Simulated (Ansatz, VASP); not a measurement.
Given: the input of a run of VASP 6.6.1 on ZnCu.

POSCAR

```
ZnCu
1.0
    2.9051978236      0.0000000000      0.0000000000
    0.0000000000      2.9051978236      0.0000000000
    0.0000000000      0.0000000000      2.9051978236
Zn Cu
1 1
Direct
    0.5000000000      0.5000000000      0.5000000000
    0.0000000000      0.0000000000      0.0000000000
```

INCAR.step1

```
SYSTEM = ZnCu
PREC = Accurate
ENCUT = 660
ISMEAR = -1
SIGMA = 0.05
LREAL = .False.
LASPH = .True.
NELM = 120
NBANDS = 18
GGA = PE
ALGO = Normal
EDIFF = 1E-5
LWAVE = .True.
LCHARG = .False.
GGA_COMPAT = .False.
```

Contents of INCAR.step2:

```
SYSTEM = ZnCu
PREC = Accurate
ENCUT = 660
EDIFF = 1E-6
ISMEAR = -1
SIGMA = 0.05
LREAL = .False.
LASPH = .True.
NELM = 120
ALGO = Normal
ISIF = 2
LWAVE = .False.
LCHARG = .False.
METAGGA = R2SCAN
LMIXTAU = .True.
NBANDS = 18
ISTART = 1
GGA_COMPAT = .False.
```

Contents of KPOINTS:

```
regular mesh
0
Gamma
  9 9 9
  0 0 0
```

Potentials or basis: VASP PAW PBE potentials, release 64 (Zn, Cu).

The run is started by

```console
$ cat potpaw_PBE.64/Zn/POTCAR potpaw_PBE.64/Cu/POTCAR > POTCAR
$ cp INCAR.step1 INCAR
$ mpirun -np 1 vasp_std > vasp.out
$ cp INCAR.step2 INCAR
$ mpirun -np 1 vasp_std > vasp.out
```

Problem. Set up the same calculation for Ansatz 0.2.0. Potentials there: Ansatz PAW.

Solution. As run (the cutoff follows the program's own potentials):

The input input.yaml:

```yaml
crystal:
  lattice:
    - [2.9051978236, 0.0, 0.0]
    - [0.0, 2.9051978236, 0.0]
    - [0.0, 0.0, 2.9051978236]
  atoms:
    - { symbol: Zn, position: [0.5, 0.5, 0.5] }
    - { symbol: Cu, position: [0.0, 0.0, 0.0] }
hamiltonian:
  xc: r2scan
  pseudopotentials: { kind: paw }
kpoints:
  mp_grid: { grid: [9, 9, 9] }
scf:
  occupations: { method: fermi_dirac, width: 0.05 }
output:
  forces: true
  stress: true
  eigenvalues: true
```

Potentials or basis: Ansatz PAW.

Run with:

```bash
$ ansatz run input.yaml --threads 2 --pin off --max-ram 5632MiB --backend cpu --events-out ev --progress --plain --runs-dir out
```

Both were run:

|  | VASP | Ansatz | Ansatz less VASP |
| --- | --- | --- | --- |
| gap on the k mesh at the Fermi level (eV) | none | none | - |
| pressure (GPa) | 2.6 | 2.2 | -0.38 |

VASP's potentials were made for PBE, not for r2SCAN. A gap of «none» marks a metal or a gap that the smearing closes. VASP's potentials hold 23 valence electrons a cell and Ansatz's 31, so a difference there can come from the potentials and not from the codes.
